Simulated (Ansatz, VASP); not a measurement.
# BaTe in VASP and in Ansatz

POSCAR

```
BaTe
1.0
    5.9721828061      0.0000000000      0.0000000000
   -2.9860914030      5.1720620261      0.0000000000
    0.0000000000      0.0000000000      7.0036853471
Ba Te
2 2
Direct
    0.3333333333      0.6666666667     -0.0625000000
    0.6666666667      0.3333333333      0.4375000000
    0.3333333333      0.6666666667      0.4375000000
    0.6666666667      0.3333333333      0.9375000000
```

The input INCAR.step1:

```
SYSTEM = BaTe
ALGO = Normal
EDIFF = 1E-4
ENCUT = 520
GGA = PE
ISMEAR = 0
LASPH = .TRUE.
LCHARG = .FALSE.
LREAL = .FALSE.
LWAVE = .TRUE.
NBANDS = 24
NELM = 80
PREC = Accurate
SIGMA = 0.01
```

Contents of INCAR.step2:

```
SYSTEM = BaTe
ALGO = Normal
EDIFF = 1E-6
ENCUT = 520
ISIF = 2
ISMEAR = 0
ISTART = 1
LASPH = .TRUE.
LCHARG = .FALSE.
LMIXTAU = .TRUE.
LREAL = .FALSE.
LWAVE = .FALSE.
METAGGA = R2SCAN
NBANDS = 24
NELM = 80
PREC = Accurate
SIGMA = 0.01
```

File KPOINTS:

```
k-points
0
G
  6 6 4
  0 0 0
```

Input for Ansatz:

```yaml
crystal:
  lattice:
    - [5.9721828061, 0.0, 0.0]
    - [-2.986091403, 5.1720620261, 0.0]
    - [0.0, 0.0, 7.0036853471]
  atoms:
    - { symbol: Ba, position: [0.3333333333, 0.6666666667, -0.0625] }
    - { symbol: Ba, position: [0.6666666667, 0.3333333333, 0.4375] }
    - { symbol: Te, position: [0.3333333333, 0.6666666667, 0.4375] }
    - { symbol: Te, position: [0.6666666667, 0.3333333333, 0.9375] }
kpoints:
  mp_grid: { grid: [6, 6, 4] }
  band_path:
    path:
      - [0.0, 0.0, 0.0]
      - [0.5, 0.0, 0.0]
      - [0.3333333333, 0.3333333333, 0.0]
      - [0.0, 0.0, 0.5]
      - [0.5, 0.0, 0.5]
      - [0.3333333333, 0.3333333333, 0.5]
    npoints: 1
hamiltonian:
  xc: r2scan
scf:
  occupations: { method: fixed }
  n_extra_bands: 5
output:
  forces: true
  stress: true
  eigenvalues: true
```

Alike in both runs: task single point; functional r2SCAN; k mesh 6 × 6 × 4; no spin polarisation.

|  | VASP | Ansatz |
| --- | --- | --- |
| version | VASP 6.6.1 | Ansatz 0.2.0 |
| potentials or method | VASP PAW PBE potentials, release 64 (Ba_sv, Te) | plane waves, PAW |
| plane-wave cutoff (eV) | 520 | 500 |
| occupations | gaussian, width 0.01 eV | fixed |
| valence electrons in the cell | 32 | 52 |

```csv
,VASP,Ansatz,Ansatz less VASP
gap on the k mesh at the Fermi level (eV),2.24,2.31,+0.069
pressure (GPa),0.2,0.0,-0.24
"traceless stress, the component that is largest in VASP (GPa)",0.07,0.01,-0.059
```

VASP's potentials were made for PBE, not for r2SCAN. VASP's potentials hold 32 valence electrons a cell and Ansatz's 52, so a difference there can come from the potentials and not from the codes.

Spin-orbit coupling is off throughout.
